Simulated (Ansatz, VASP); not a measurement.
Li in VASP and in Ansatz

File INCAR:

```
SYSTEM = Li
ALGO     = Normal         ! electronic algorithm
EDIFF    = 1E-6           ! SCF threshold, eV
EDIFFG   = -0.01          ! ionic threshold
ENCUT    = 600            ! plane-wave cutoff, eV
IBRION   = 2              ! ionic algorithm
ISIF     = 3              ! what is computed and relaxed
ISMEAR   = -1             ! smearing method
LASPH    = .True.         ! aspherical terms in the spheres
LCHARG   = .False.        ! write CHGCAR
LREAL    = .False.        ! projectors in reciprocal space
LWAVE    = .False.        ! write WAVECAR
NELM     = 80             ! most SCF steps
NSW      = 80             ! ionic steps
PREC     = Accurate       ! precision mode
SIGMA    = 0.1            ! smearing width, eV
```

KPOINTS

```
k-points
0
Gamma
  12 12 12
  0 0 0
```

Contents of POSCAR:

```
Li
1.0
    1.5504989657      0.8951809952      7.5883000000
   -1.5504989657      0.8951809952      7.5883000000
    0.0000000000     -1.7903619905      7.5883000000
Li
3
Direct
    1.0000000000      0.0000000000      0.0000000000
    0.2220000000      0.2220000000      0.2220000000
    0.7780000000      0.7780000000      0.7780000000
```

Input for Ansatz:

```yaml
crystal:
  lattice:
    - [1.5504989657, 0.8951809952, 7.5883]
    - [-1.5504989657, 0.8951809952, 7.5883]
    - [0.0, -1.7903619905, 7.5883]
  atoms:
    - { symbol: Li, position: [1.0, 0.0, 0.0] }
    - { symbol: Li, position: [0.222, 0.222, 0.222] }
    - { symbol: Li, position: [0.778, 0.778, 0.778] }
hamiltonian:
  xc: lda
  pseudopotentials:
    kind: paw
    azcp:
      Li: "pseudopotentials/Li.paw.azcp"
basis:
  ecutwfc: 420
  fft_grid_basis: typed
kpoints:
  mp_grid: { grid: [12, 12, 12], shift: [0, 0, 0] }
magnetization:
  spin_polarized: false
scf:
  occupations: { method: fermi_dirac, width: 0.1 }
relax:
  max_steps: 60
  f_tol: 0.01
  cell: {}
output:
  write_density: true
  write_potential: true
  elf: true
  volumetric_format: npy
```

Alike in both runs: task relaxation of cell and atoms; functional LDA; k mesh 12 × 12 × 12; occupations fermi-dirac, width 0.1 eV; no spin polarisation.

|  | VASP | Ansatz |
| --- | --- | --- |
| version | VASP 6.6.1 | Ansatz 0.2.0 |
| potentials or method | VASP PAW LDA potentials, release 64 (Li_sv), cutoff 600 eV | plane waves (420 eV) with PAW, scalar-relativistic |
| valence electrons in the cell | 9 | 9 |

```tsv
	VASP	Ansatz	Ansatz less VASP
relaxed volume (Å³/atom)	18.67	18.97	+0.297
relaxed length of the cell vector where the two differ most in proportion (Å)	7.474	7.502	+0.0279
```

Ansatz warns that its potentials were made for another functional, while VASP's fit it. LDA's correlation is that of Perdew and Zunger in VASP and of Perdew and Wang (1992) in Ansatz.

Noted on VASP's run: the cutoff is under 1.25 times that of the potentials, so the pressure is a little rough.
